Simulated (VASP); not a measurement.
Runs of VASP 6.6.1 on TiO2. The structure is that of space group I4_1/amd (No. 141), or close to it. The cells are those of the table. 

```csv
cell,gap on the mesh (eV),pressure (GPa),largest force (eV/Å)
"a = 5.449 Å, angles 139.4, 139.4, 58.8°, 6 atoms",2.09,(a),0.02
"a = 5.128 Å, angles 137.2, 137.2, 62.2°, 6 atoms",1.86,26.1,(b)
"a = 5.238 Å, angles 138.0, 138.0, 60.9°, 6 atoms",1.96,18.9,0.03
"a = 5.349 Å, angles 138.8, 138.8, 59.7°, 6 atoms",(c),12.4,0.03
```

Alike in all rows: task single point; level PBE; potentials or basis VASP PAW PBE potentials, release 64 (Ti_sv, O); no spin polarisation; k mesh 10 × 10 × 10; cutoff (eV) 520; smearing gaussian 0.02 eV.

Q: Estimate the missing entries.

A: (a) 6.2; (b) 0.04; (c) 2.05.

A k mesh can miss the band edges.
